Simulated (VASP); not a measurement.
# CsSnI3 (Pm-3m) in VASP: relaxation of cell and atoms with r2SCAN

Aim: the relaxation of cell and atoms of CsSnI3 with r2SCAN.

Everything below comes from runs of VASP 6.6.1. Logs are shortened: lines on timing, memory, paths and dates and some standing lists are left out, and cuts for length are marked.

### 1 The cell of the first run

It takes space group Pm-3m (No. 221, cubic). Conventional cell: a = 6.206 Å, b = 6.206 Å, c = 6.206 Å, α = 90.00°, β = 90.00°, γ = 90.00°. Cs (site symmetry m-3m) has 12 I at 4.39 Å and 8 Sn at 5.37 Å within 5.8 Å. I (site symmetry 4/mmm) has 2 Sn at 3.10 Å within 4.1 Å. Sn (site symmetry m-3m) has 6 I at 3.10 Å within 4.1 Å.

### 2 Relaxation of cell and atoms, r2SCAN

Contents of POSCAR:

```
CsSnI3
1.0
    6.2057000000      0.0000000000      0.0000000000
    0.0000000000      6.2057000000      0.0000000000
    0.0000000000      0.0000000000      6.2057000000
Cs I Sn
1 3 1
Direct
    0.0000000000      0.0000000000      0.0000000000
    0.5000000000      0.5000000000      0.0000000000
    0.5000000000      0.0000000000      0.5000000000
    0.0000000000      0.5000000000      0.5000000000
    0.5000000000      0.5000000000      0.5000000000
```

Contents of INCAR.step1:

```
PREC = Accurate
ENCUT = 600
ISMEAR = -1
SIGMA = 0.05
LREAL = F
LASPH = T
NELM = 80
GGA = PE
ALGO = Normal
EDIFF = 1E-4
LWAVE = T
LCHARG = F
```

Contents of INCAR.step2:

```
PREC = Accurate
ENCUT = 600
EDIFF = 1E-6
ISMEAR = -1
SIGMA = 0.05
LREAL = F
LASPH = T
NELM = 80
ALGO = Normal
ISIF = 3
LWAVE = F
LCHARG = F
METAGGA = R2SCAN
LMIXTAU = T
IBRION = 2
NSW = 60
EDIFFG = -0.01
ISTART = 1
```

Contents of KPOINTS:

```
Automatic mesh
0
Gamma
  5 5 5
```

Potentials or basis: VASP PAW PBE potentials, release 64 (Cs_sv, I, Sn_d).

Started as:

```
$ cat potpaw_PBE.64/Cs_sv/POTCAR potpaw_PBE.64/I/POTCAR potpaw_PBE.64/Sn_d/POTCAR > POTCAR
$ cp INCAR.step1 INCAR
$ mpirun -np 1 vasp_std > vasp.out
$ cp INCAR.step2 INCAR
$ mpirun -np 1 vasp_std > vasp.out
```

OUTCAR:

```text
PREC = Accurate
   ENCUT = 600
   EDIFF = 1E-6
   ISMEAR = -1
   LREAL = F
   LASPH = T
   NELM = 80
   ISIF = 3
   METAGGA = R2SCAN
   IBRION = 2
   NSW = 60
   EDIFFG = -0.01
   ISTART = 1

 ion  position               nearest neighbor table
   1  0.000  0.000  0.000-
   2  0.500  0.500  0.000-   5 3.10   5 3.10
   3  0.500  0.000  0.500-   5 3.10   5 3.10
   4  0.000  0.500  0.500-   5 3.10   5 3.10
   5  0.500  0.500  0.500-   2 3.10   3 3.10   4 3.10   2 3.10   3 3.10   4 3.10

  LATTYP: Found a simple cubic cell.
 ALAT       =     6.2057000000

  Lattice vectors:

 A1 = (   6.2057000000,   0.0000000000,   0.0000000000)
 A2 = (   0.0000000000,   6.2057000000,   0.0000000000)
 A3 = (   0.0000000000,   0.0000000000,   6.2057000000)

Analysis of symmetry for initial positions (statically):
=====================================================================
 Subroutine PRICEL returns:
 Original cell was already a primitive cell.

 Routine SETGRP: Setting up the symmetry group for a
 simple cubic supercell.

 Subroutine GETGRP returns: Found 48 space group operations
 (whereof 48 operations were pure point group operations)
 out of a pool of 48 trial point group operations.

The static configuration has the point symmetry O_h .

Analysis of symmetry for dynamics (positions and initial velocities):
=====================================================================
 Subroutine PRICEL returns:
 Original cell was already a primitive cell.

 Routine SETGRP: Setting up the symmetry group for a
 simple cubic supercell.

 Subroutine GETGRP returns: Found 48 space group operations
 (whereof 48 operations were pure point group operations)
 out of a pool of 48 trial point group operations.

The dynamic configuration has the point symmetry O_h .

 Subroutine INISYM returns: Found 48 space group operations
 (whereof 48 operations are pure point group operations),
 and found     1 'primitive' translations

----------------------------------------------------------------------------------------

                                     Primitive cell

  volume of cell :     238.9859

  direct lattice vectors                    reciprocal lattice vectors
     6.205700000  0.000000000  0.000000000     0.161142176  0.000000000  0.000000000
     0.000000000  6.205700000  0.000000000     0.000000000  0.161142176  0.000000000
     0.000000000  0.000000000  6.205700000     0.000000000  0.000000000  0.161142176

  length of vectors
     6.205700000  6.205700000  6.205700000     0.161142176  0.161142176  0.161142176

  position of ions in fractional coordinates (direct lattice)
     0.000000000  0.000000000  0.000000000
     0.500000000  0.500000000  0.000000000
     0.500000000  0.000000000  0.500000000
     0.000000000  0.500000000  0.500000000
     0.500000000  0.500000000  0.500000000

  ion indices of the primitive-cell ions
   primitive index   ion index
                 1           1
                 2           2
                 3           3
                 4           4
                 5           5

----------------------------------------------------------------------------------------

 KPOINTS: Automatic mesh

Automatic generation of k-mesh.
 Grid dimensions read from file:
 generate k-points for:    5    5    5

 Generating k-lattice:

  Cartesian coordinates                     Fractional coordinates (reciprocal lattice)
[... 47 lines left out ...]
   EDIFFG = -.1E-01   stopping-criterion for IOM
   NSW    =     60    number of steps for IOM
   IBRION =      2    ionic relax: 0-MD 1-quasi-New 2-CG
   NFREE  =      1    steps in history (QN), initial steepest desc. (CG)
   ISIF   =      3    stress and relaxation
   ISYM   =      2    0-nonsym 1-usesym 2-fastsym
   POTIM  = 0.5000    time-step for ionic-motion
   TEBEG  =    0.0;   TEEND  =   0.0 temperature during run
   PSTRESS=    0.0 pullay stress
   NELECT =      44.0000    total number of electrons
   NUPDOWN=      -1.0000    fix difference up-down
   EMIN   =  10.00;   EMAX   =-10.00  energy-range for DOS
   EFERMI =   0.00;   METHOD = LEGACY
   ISMEAR =    -1;   SIGMA  =   0.05  broadening in eV -4-tet -1-fermi 0-gaus
   EFERMI_NEDOS =   21; number of points for ismear=-14 and -15
   IALGO  =     38    algorithm
   IMIX   =      4    mixing-type and parameters
     AMIX     =   0.40;   BMIX     =  1.00
     AMIX_MAG =   1.60;   BMIX_MAG =  1.00
  volume/ion in A,a.u.               =      47.80       322.55
  Fermi-wavevector in a.u.,A,eV,Ry     =   0.931326  1.759950 11.801253  0.867368
  Thomas-Fermi vector in A             =   2.057807
   LORBIT       =      0    0 simple, 1 ext, 2 COOP (PROOUT), +10 PAW based schemes
   METAGGA = R2SCAN    functional components
   LHFCALC =     F    Hartree Fock is set to
   AEXX    =    0.0000 exact exchange contribution
   IVDW    =     0    specifies the selected vdW correction
   LEPSILON=     F    determine dielectric tensor
   LRPA    =     F    only Hartree local field effects (RPA)
 conjugate gradient relaxation of ions
 non-spin polarized calculation
  energy-cutoff  :      600.00
  volume of cell :      238.99
 maximum number of plane-waves:      8025
 NGX is ok and might be reduce to    50
   NGX = 25   NGY = 25   NGZ = 25

--------------------------------------- Ionic step        1  -------------------------------------------

 number of electron      43.9999989 magnetization

 Free energy of the ion-electron system (eV)
  ---------------------------------------------------
  ext. energy  EPLUGINS =         0.00000000
  ---------------------------------------------------
  free energy    TOTEN  =      -128.72998696 eV

  energy without entropy =     -128.72998696  energy(sigma->0) =     -128.72998696

------------------------ aborting loop because EDIFF is reached ----------------------------------------

  FORCE on cell =-STRESS in cart. coord.  units (eV):
  Direction    XX          YY          ZZ          XY          YZ          ZX
  --------------------------------------------------------------------------------------
  -------------------------------------------------------------------------------------
  Total        0.0597328      0.0597328      0.0597328      0.0000000     -0.0000000      0.0000000
  in kB        0.4004529      0.4004529      0.4004529      0.0000000     -0.0000000      0.0000000
  external PRESSURE =       0.4004529 kB  Pullay stress =       0.0000000 kB

 VOLUME and BASIS-vectors are now :
 -----------------------------------------------------------------------------
  energy-cutoff  :      600.00
  volume of cell :      238.99
      direct lattice vectors                 reciprocal lattice vectors
     6.205700000  0.000000000  0.000000000     0.161142176  0.000000000  0.000000000
     0.000000000  6.205700000  0.000000000     0.000000000  0.161142176  0.000000000
     0.000000000  0.000000000  6.205700000     0.000000000  0.000000000  0.161142176

 POSITION                                       TOTAL-FORCE (eV/Angst)
 -----------------------------------------------------------------------------------
      0.00000      0.00000      0.00000         0.000000      0.000000      0.000000
      3.10285      3.10285      0.00000         0.000000      0.000000      0.000000
      3.10285      0.00000      3.10285         0.000000      0.000000      0.000000
      0.00000      3.10285      3.10285         0.000000      0.000000      0.000000
      3.10285      3.10285      3.10285         0.000000      0.000000      0.000000
 -----------------------------------------------------------------------------------
    total drift:                                0.000000     -0.000000      0.000000

  FREE ENERGIE OF THE ION-ELECTRON SYSTEM (eV)
  ---------------------------------------------------
  free  energy   TOTEN  =      -128.7299869602 eV

  energy  without entropy=     -128.7299869575  energy(sigma->0) =     -128.72998696

--------------------------------------- Ionic step        2  -------------------------------------------

 number of electron      43.9999990 magnetization

 Free energy of the ion-electron system (eV)
  ---------------------------------------------------
  ext. energy  EPLUGINS =         0.00000000
  ---------------------------------------------------
  free energy    TOTEN  =      -128.73005415 eV

  energy without entropy =     -128.73005415  energy(sigma->0) =     -128.73005415

 E-fermi :   2.8200     XC(G=0):  -7.9011

 val. band max:        1.9002226189   @ k =   0.4000   0.4000   0.4000
 cond. band min:       3.7762646317   @ k =   0.4000   0.4000   0.4000
 fundamental gap:      1.8760420128
 Fermi energy:         2.8200418626

 k-point     1 :       0.0000    0.0000    0.0000
  band No.  band energies     occupation
      1     -20.2999      2.00000
      2     -20.0810      2.00000
      3     -20.0810      2.00000
      4     -20.0533      2.00000
      5     -20.0533      2.00000
      6     -20.0533      2.00000
[... 279 lines left out ...]
     25       4.2141      0.00000
     26       6.3625      0.00000

------------------------ aborting loop because EDIFF is reached ----------------------------------------

  FORCE on cell =-STRESS in cart. coord.  units (eV):
  Direction    XX          YY          ZZ          XY          YZ          ZX
  --------------------------------------------------------------------------------------
  -------------------------------------------------------------------------------------
  Total        0.0179163      0.0179163      0.0179163     -0.0000000      0.0000000     -0.0000000
  in kB        0.1199049      0.1199049      0.1199049     -0.0000000      0.0000000     -0.0000000
  external PRESSURE =       0.1199049 kB  Pullay stress =       0.0000000 kB

 VOLUME and BASIS-vectors are now :
 -----------------------------------------------------------------------------
  energy-cutoff  :      600.00
  volume of cell :      239.40
      direct lattice vectors                 reciprocal lattice vectors
     6.209276557 -0.000000000  0.000000000     0.161049357 -0.000000000 -0.000000000
     0.000000000  6.209276557 -0.000000000     0.000000000  0.161049357  0.000000000
     0.000000000 -0.000000000  6.209276557    -0.000000000  0.000000000  0.161049357

 POSITION                                       TOTAL-FORCE (eV/Angst)
 -----------------------------------------------------------------------------------
      0.00000      0.00000      0.00000         0.000000      0.000000      0.000000
      3.10464      3.10464     -0.00000         0.000000      0.000000      0.000000
      3.10464     -0.00000      3.10464         0.000000      0.000000      0.000000
      0.00000      3.10464      3.10464         0.000000      0.000000      0.000000
      3.10464      3.10464      3.10464        -0.000000     -0.000000      0.000000
 -----------------------------------------------------------------------------------
    total drift:                                0.000000     -0.000000      0.000000

  FREE ENERGIE OF THE ION-ELECTRON SYSTEM (eV)
  ---------------------------------------------------
  free  energy   TOTEN  =      -128.7300541493 eV

  energy  without entropy=     -128.7300541467  energy(sigma->0) =     -128.73005415

 reached required accuracy - stopping structural energy minimisation
```

Run time: 4.6 min. Hardware: 1 thread of AMD EPYC 9R45 (Zen 5), shared host; peak memory 0.42 GiB.

What came out:

```yaml
Free_energy: -128.7301 eV
Relaxed_volume: 47.88 Å³/atom
Relaxed_cell: a = 6.209 Å, b = 6.209 Å, c = 6.209 Å, α = 90.00°, β = 90.00°, γ = 90.00°
Space_group_after_relaxing_to_0.1_Å: Pm-3m (No. 221)
Energy_gained_by_relaxing: 0.0 meV/atom
Ionic_steps: 2
Pressure_after_relaxing: 0.0 GPa
Band_gap_on_the_k_mesh: 1.88 eV
```

Final structure:
```
Cs I Sn
1.0
     6.20928    0.00000    0.00000
     0.00000    6.20928    0.00000
     0.00000    0.00000    6.20928
Cs I Sn
1 3 1
Direct
  0.00000 0.00000 0.00000
  0.50000 0.50000 0.00000
  0.50000 0.00000 0.50000
  0.00000 0.50000 0.50000
  0.50000 0.50000 0.50000
```

Levels at points of the mesh, in eV from the valence-band top:
| k point | band 18 | band 19 | band 20 | band 21 | band 22 | band 23 | band 24 | band 25 | band 26 |
| --- | --- | --- | --- | --- | --- | --- | --- | --- | --- |
| (0.00, 0.00, 0.00) | -1.70 | -1.70 | -1.54 | -1.54 | -1.54 | 3.44 | 4.22 | 4.22 | 4.62 |

Caveat: the PAW data sets were made with another functional, which shifts forces and pressure a little; spin-orbit coupling is left out, which moves the levels of the heavy elements; an odd mesh through Γ misses points on the zone boundary, where band edges can lie.
